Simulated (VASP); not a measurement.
# Tl16ICl15 (a cell with a defect) in VASP: single point with PBE

Aim: the single point of Tl16ICl15 (a cell with a defect) with PBE.

All numbers are computed with VASP 6.6.1; they aren't measurements. Logs are shortened: lines on timing, memory, paths and dates and some standing lists are left out, and cuts for length are marked.

## (1) The cell of the first run

The cell holds a defect, 32 atoms: a = 10.854 Å, b = 10.854 Å, c = 10.854 Å, α = 60.00°, β = 60.00°, γ = 60.00°.

## (2) Single point, PBE

INCAR

```
SYSTEM = Tl16ICl15
PREC = Accurate
ENCUT = 520
EDIFF = 1E-7
ISMEAR = -1
SIGMA = 0.01
LREAL = Auto
LASPH = .True.
NELM = 100
ALGO = Normal
ISIF = 2
LWAVE = .False.
LCHARG = .True.
GGA = PE
LELF = .True.
LVHAR = .True.
NBANDS = 182
```

KPOINTS

```
regular mesh
0
Gamma
  2 2 2
  0 0 0
```

POSCAR

```
Tl16ICl15
1.0
    0.0000000000      7.6749347600      7.6749347600
    7.6749347600      0.0000000000      7.6749347600
    7.6749347600      7.6749347600      0.0000000000
Tl I Cl
16 1 15
Direct
   -0.0044927900     -0.0044927900     -0.0044927900
    0.5134783699     -0.0044927900     -0.0044927900
   -0.0044927900      0.5134783699     -0.0044927900
   -0.0044927900     -0.0044927900      0.5134783699
    0.2544927900      0.2544927900      0.2544927900
    0.5014024499      0.5014024499     -0.0042073496
    0.5014024499     -0.0042073496      0.5014024499
    0.7365216301      0.2544927900      0.2544927900
   -0.0042073496      0.5014024499      0.5014024499
    0.2544927900      0.7365216301      0.2544927900
    0.2544927900      0.2544927900      0.7365216301
    0.5014024499      0.5014024499      0.5014024499
    0.7485975501      0.7485975501      0.2542073496
    0.7485975501      0.2542073496      0.7485975501
    0.2542073496      0.7485975501      0.7485975501
    0.7485975501      0.7485975501      0.7485975501
    0.1250000000      0.1250000000      0.1250000000
    0.6250000000      0.1250000000      0.1250000000
    0.1250000000      0.6250000000      0.1250000000
    0.1250000000      0.1250000000      0.6250000000
    0.3750000000      0.3750000000      0.3750000000
    0.6250000000      0.6250000000      0.1250000000
    0.6250000000      0.1250000000      0.6250000000
    0.8712003371      0.3787996629      0.3787996629
    0.1250000000      0.6250000000      0.6250000000
    0.3787996629      0.8712003371      0.3787996629
    0.3787996629      0.3787996629      0.8712003371
    0.6250000000      0.6250000000      0.6250000000
    0.8712003371      0.8712003371      0.3787996629
    0.8712003371      0.3787996629      0.8712003371
    0.3787996629      0.8712003371      0.8712003371
    0.8750000000      0.8750000000      0.8750000000
```

Potentials or basis: VASP PAW PBE potentials, release 64 (Tl_d, I, Cl).

Run with:

```console
cat potpaw_PBE.64/Tl_d/POTCAR potpaw_PBE.64/I/POTCAR potpaw_PBE.64/Cl/POTCAR > POTCAR
mpirun -np 1 vasp_std > vasp.out
```

OUTCAR:

```text
SYSTEM = Tl16ICl15
   PREC = Accurate
   ENCUT = 520
   EDIFF = 1E-7
   ISMEAR = -1
   LREAL = Auto
   LASPH = .True.
   NELM = 100
   ISIF = 2
   GGA = PE

 ion  position               nearest neighbor table
   1  0.996  0.996  0.996-  32 3.20  19 3.29  20 3.29  18 3.29  31 3.40  30 3.40  29 3.40  17 3.44
                            15 3.79  13 3.79  14 3.79  11 3.98   8 3.98  10 3.98
   2  0.513  0.996  0.996-  32 3.20  23 3.29  22 3.29  18 3.29  31 3.40  26 3.40  27 3.40  17 3.44
                            16 3.79  14 3.79  13 3.79  11 3.98  10 3.98   5 3.98
   3  0.996  0.513  0.996-  32 3.20  25 3.29  22 3.29  19 3.29  30 3.40  24 3.40  27 3.40  17 3.44
                            16 3.79  15 3.79  13 3.79  11 3.98   8 3.98   5 3.98
   4  0.996  0.996  0.513-  32 3.20  25 3.29  23 3.29  20 3.29  29 3.40  24 3.40  26 3.40  17 3.44
                            16 3.79  15 3.79  14 3.79  10 3.98   8 3.98   5 3.98
   5  0.254  0.254  0.254-  21 3.20  19 3.29  20 3.29  18 3.29  24 3.40  26 3.40  27 3.40  17 3.44
                             9 3.79   6 3.79   7 3.79   4 3.98   2 3.98   3 3.98
   6  0.501  0.501  0.996-  30 3.28  31 3.28  27 3.28  28 3.29  22 3.34  19 3.34  18 3.34  21 3.36
                             5 3.79   8 3.79  10 3.79  16 3.79  15 3.79  14 3.79
   7  0.501  0.996  0.501-  29 3.28  31 3.28  26 3.28  28 3.29  23 3.34  20 3.34  18 3.34  21 3.36
                             5 3.79   8 3.79  11 3.79  16 3.79  15 3.79  13 3.79
   8  0.737  0.254  0.254-  21 3.20  22 3.29  23 3.29  18 3.29  24 3.40  29 3.40  30 3.40  17 3.44
                            12 3.79   7 3.79   6 3.79   4 3.98   3 3.98   1 3.98
   9  0.996  0.501  0.501-  29 3.28  30 3.28  24 3.28  28 3.29  25 3.34  20 3.34  19 3.34  21 3.36
[... 43 lines left out ...]
  31  0.379  0.871  0.871-  16 3.28   7 3.28   6 3.28  15 3.28   2 3.40  10 3.40  11 3.40   1 3.40

  32  0.875  0.875  0.875-   1 3.20   2 3.20   3 3.20   4 3.20  13 3.36  14 3.36  15 3.36  16 3.36

  LATTYP: Found a face centered cubic cell.
 ALAT       =    15.3498695200

  Lattice vectors:

 A1 = (   0.0000000000,   7.6749347600,   7.6749347600)
 A2 = (   7.6749347600,   0.0000000000,   7.6749347600)
 A3 = (   7.6749347600,   7.6749347600,   0.0000000000)

Analysis of symmetry for initial positions (statically):
[... 6 lines left out ...]

 Subroutine GETGRP returns: Found 48 space group operations
 (whereof  6 operations were pure point group operations)
 out of a pool of 48 trial point group operations.

The static configuration has the point symmetry C_3v.
 The point group associated with its full space group is O_h .

Analysis of symmetry for dynamics (positions and initial velocities):
[... 6 lines left out ...]

 Subroutine GETGRP returns: Found 48 space group operations
 (whereof  6 operations were pure point group operations)
 out of a pool of 48 trial point group operations.

The dynamic configuration has the point symmetry C_3v.
 The point group associated with its full space group is O_h .

 Subroutine INISYM returns: Found 48 space group operations
 (whereof  6 operations are pure point group operations),
 and found     1 'primitive' translations

----------------------------------------------------------------------------------------

                                     Primitive cell

  volume of cell :     904.1783

  direct lattice vectors                    reciprocal lattice vectors
     0.000000000  7.674934760  7.674934760    -0.065147134  0.065147134  0.065147134
     7.674934760  0.000000000  7.674934760     0.065147134 -0.065147134  0.065147134
     7.674934760  7.674934760  0.000000000     0.065147134  0.065147134 -0.065147134

  length of vectors
    10.853996828 10.853996828 10.853996828     0.112838145  0.112838145  0.112838145

  position of ions in fractional coordinates (direct lattice)
     0.995507210  0.995507210  0.995507210
     0.513478370  0.995507210  0.995507210
     0.995507210  0.513478370  0.995507210
     0.995507210  0.995507210  0.513478370
     0.254492790  0.254492790  0.254492790
     0.501402450  0.501402450  0.995792650
[... 24 lines left out ...]
     0.378799663  0.871200337  0.871200337
     0.875000000  0.875000000  0.875000000

  ion indices of the primitive-cell ions
   primitive index   ion index
                 1           1
                 2           2
                 3           3
                 4           4
                 5           5
                 6           6
[... 24 lines left out ...]
                31          31
                32          32

----------------------------------------------------------------------------------------

 KPOINTS: regular mesh

Automatic generation of k-mesh.
 Grid dimensions read from file:
 generate k-points for:    2    2    2

 Generating k-lattice:

  Cartesian coordinates                     Fractional coordinates (reciprocal lattice)
    -0.032573567  0.032573567  0.032573567     0.500000000  0.000000000  0.000000000
     0.032573567 -0.032573567  0.032573567     0.000000000  0.500000000  0.000000000
     0.032573567  0.032573567 -0.032573567     0.000000000  0.000000000  0.500000000

  Length of vectors
     0.056419073  0.056419073  0.056419073

  Shift w.r.t. Gamma in fractional coordinates (k-lattice)
     0.000000000  0.000000000  0.000000000

 Subroutine IBZKPT returns following result:
 ===========================================

 Found      3 irreducible k-points:

 Following reciprocal coordinates:
            Coordinates               Weight
  0.000000  0.000000  0.000000      1.000000
  0.500000  0.000000  0.000000      4.000000
  0.500000  0.500000  0.000000      3.000000
   k-points           NKPTS =      3   k-points in BZ     NKDIM =      3   number of bands    NBANDS=    182
   number of dos      NEDOS =    301   number of ions     NIONS =     32
   total plane-waves  NPLWV = 592704
   dimension x,y,z NGX =    84 NGY =   84 NGZ =   84
   dimension x,y,z NGXF=   168 NGYF=  168 NGZF=  168
   ions per type =              16   1  15
   NGX,Y,Z   is equivalent  to a cutoff of  12.87, 12.87, 12.87 a.u.
   NGXF,Y,Z  is equivalent  to a cutoff of  25.73, 25.73, 25.73 a.u.
 SYSTEM =  Tl16ICl15
   PREC   = accura    normal or accurate (medium, high low for compatibility)
   ISTART =      0    job   : 0-new  1-cont  2-samecut
   ICHARG =      2    charge: 1-file 2-atom 10-const
   ISPIN  =      1    spin polarized calculation?
   LNONCOLLINEAR =      F non collinear calculations
   LSORBIT =      F    spin-orbit coupling
   LASPH  =      T    aspherical Exc in radial PAW
   ENCUT  =  520.0 eV  38.22 Ry    6.18 a.u.  20.18 20.18 20.18*2*pi/ulx,y,z
   NELM   =    100;   NELMIN=  2; NELMDL= -5     # of ELM steps
   EDIFF  = 0.1E-06   stopping-criterion for ELM
   LREAL  =      T    real-space projection
   EDIFFG = 0.1E-05   stopping-criterion for IOM
   NSW    =      0    number of steps for IOM
   IBRION =     -1    ionic relax: 0-MD 1-quasi-New 2-CG
   NFREE  =      0    steps in history (QN), initial steepest desc. (CG)
   ISIF   =      2    stress and relaxation
   ISYM   =      2    0-nonsym 1-usesym 2-fastsym
   POTIM  = 0.5000    time-step for ionic-motion
   TEBEG  =    0.0;   TEEND  =   0.0 temperature during run
   PSTRESS=    0.0 pullay stress
   NELECT =     320.0000    total number of electrons
   NUPDOWN=      -1.0000    fix difference up-down
   EMIN   =  10.00;   EMAX   =-10.00  energy-range for DOS
   EFERMI =   0.00;   METHOD = LEGACY
   ISMEAR =    -1;   SIGMA  =   0.01  broadening in eV -4-tet -1-fermi 0-gaus
   EFERMI_NEDOS =   21; number of points for ismear=-14 and -15
   IALGO  =     38    algorithm
   IMIX   =      4    mixing-type and parameters
     AMIX     =   0.40;   BMIX     =  1.00
     AMIX_MAG =   1.60;   BMIX_MAG =  1.00
  volume/ion in A,a.u.               =      28.26       190.68
  Fermi-wavevector in a.u.,A,eV,Ry     =   1.157995  2.188294 18.244775  1.340953
  Thomas-Fermi vector in A             =   2.294602
   LORBIT       =      0    0 simple, 1 ext, 2 COOP (PROOUT), +10 PAW based schemes
   GGA     = PE    functional components
   LHFCALC =     F    Hartree Fock is set to
   AEXX    =    0.0000 exact exchange contribution
   IVDW    =     0    specifies the selected vdW correction
   LEPSILON=     F    determine dielectric tensor
   LRPA    =     F    only Hartree local field effects (RPA)
 non-spin polarized calculation
  energy-cutoff  :      520.00
  volume of cell :      904.18
 maximum number of plane-waves:     24404
 NGX is ok and might be reduce to    84
   NGX = 41   NGY = 41   NGZ = 41

 number of electron     319.9999995 magnetization

 Free energy of the ion-electron system (eV)
  ---------------------------------------------------
  ext. energy  EPLUGINS =         0.00000000
  ---------------------------------------------------
  free energy    TOTEN  =       -94.71234396 eV

  energy without entropy =      -94.71234396  energy(sigma->0) =      -94.71234396

 E-fermi :   3.3153     XC(G=0):  -9.1877

 val. band max:        3.0272224038   @ k =   0.0000   0.0000   0.0000
 cond. band min:       4.9452357779   @ k =   0.0000   0.0000   0.0000
 fundamental gap:      1.9180133741
 Fermi energy:         3.3152687623

 k-point     1 :       0.0000    0.0000    0.0000
  band No.  band energies     occupation
      1     -10.9183      2.00000
      2     -10.7455      2.00000
      3     -10.7262      2.00000
      4     -10.6426      2.00000
      5     -10.6426      2.00000
      6     -10.6286      2.00000
[... 164 lines left out ...]
    171       7.6001      0.00000
    172       7.6001      0.00000

 k-point     2 :       0.5000    0.0000    0.0000
  band No.  band energies     occupation
      1     -10.8468      2.00000
      2     -10.8173      2.00000
      3     -10.7528      2.00000
      4     -10.6481      2.00000
      5     -10.6456      2.00000
      6     -10.6456      2.00000
[... 164 lines left out ...]
    171       6.9646      0.00000
    172       6.9646      0.00000

 k-point     3 :       0.5000    0.5000    0.0000
  band No.  band energies     occupation
      1     -10.8264      2.00000
      2     -10.8043      2.00000
      3     -10.7725      2.00000
      4     -10.6790      2.00000
      5     -10.6790      2.00000
      6     -10.6777      2.00000
[... 164 lines left out ...]
    171       6.7965      0.00000
    172       6.7965      0.00000
 [bands above 172 left out]

------------------------ aborting loop because EDIFF is reached ----------------------------------------

  FORCE on cell =-STRESS in cart. coord.  units (eV):
  Direction    XX          YY          ZZ          XY          YZ          ZX
  --------------------------------------------------------------------------------------
  -------------------------------------------------------------------------------------
  Total       10.1436241     10.1436241     10.1436241      0.0000000      0.0000000     -0.0000000
  in kB       17.9742035     17.9742035     17.9742035      0.0000000      0.0000000     -0.0000000
  external PRESSURE =      17.9742035 kB  Pullay stress =       0.0000000 kB

 VOLUME and BASIS-vectors are now :
 -----------------------------------------------------------------------------
  energy-cutoff  :      520.00
  volume of cell :      904.18
      direct lattice vectors                 reciprocal lattice vectors
     0.000000000  7.674934760  7.674934760    -0.065147134  0.065147134  0.065147134
     7.674934760  0.000000000  7.674934760     0.065147134 -0.065147134  0.065147134
     7.674934760  7.674934760  0.000000000     0.065147134  0.065147134 -0.065147134

 POSITION                                       TOTAL-FORCE (eV/Angst)
 -----------------------------------------------------------------------------------
     15.28091     15.28091     15.28091        -0.002072     -0.002072     -0.002072
     15.28091     11.58137     11.58137        -0.002072      0.002072      0.002072
     11.58137     15.28091     11.58137         0.002072     -0.002072      0.002072
     11.58137     11.58137     15.28091         0.002072      0.002072     -0.002072
      3.90643      3.90643      3.90643         0.002072      0.002072      0.002072
     11.49087     11.49087      7.69646         0.001005      0.001005     -0.001005
[... 24 lines left out ...]
     13.37281      9.59367      9.59367         0.000788      0.000000      0.000000
     13.43114     13.43114     13.43114         0.000000      0.000000      0.000000
 -----------------------------------------------------------------------------------
    total drift:                               -0.000000     -0.000000      0.000000

  FREE ENERGIE OF THE ION-ELECTRON SYSTEM (eV)
  ---------------------------------------------------
  free  energy   TOTEN  =       -94.7123439611 eV

  energy  without entropy=      -94.7123439611  energy(sigma->0) =      -94.71234396
```

Wall time 23 min (1 thread of AMD EPYC 7R43 (Zen 3), shared host); peak memory 1.3 GiB.

Results:

- Free energy: -94.7123 eV
- Pressure: 1.8 GPa
- Largest force: 0.004 eV/Å
- Band gap on the k mesh: 1.92 eV

Forces on the atoms (eV/Å):
```
Tl  -0.002 -0.002 -0.002
Tl  -0.002  0.002  0.002
Tl   0.002 -0.002  0.002
Tl   0.002  0.002 -0.002
Tl   0.002  0.002  0.002
Tl   0.001  0.001 -0.001
Tl   0.001 -0.001  0.001
Tl   0.002 -0.002 -0.002
Tl  -0.001  0.001  0.001
Tl  -0.002  0.002 -0.002
Tl  -0.002 -0.002  0.002
Tl  -0.001 -0.001 -0.001
Tl  -0.001 -0.001  0.001
Tl  -0.001  0.001 -0.001
Tl   0.001 -0.001 -0.001
Tl   0.001  0.001  0.001
I    0.000  0.000  0.000
Cl   0.000  0.000  0.000
Cl   0.000  0.000  0.000
Cl   0.000  0.000  0.000
Cl   0.000  0.000  0.000
Cl   0.000  0.000  0.000
Cl   0.000  0.000  0.000
Cl  -0.001  0.000  0.000
Cl   0.000  0.000  0.000
Cl   0.000 -0.001  0.000
Cl   0.000  0.000 -0.001
Cl   0.000  0.000  0.000
Cl   0.000  0.000  0.001
Cl   0.000  0.001  0.000
Cl   0.001  0.000  0.000
Cl   0.000  0.000  0.000
```

Caveat: spin-orbit coupling is left out, which moves the levels of the heavy elements.
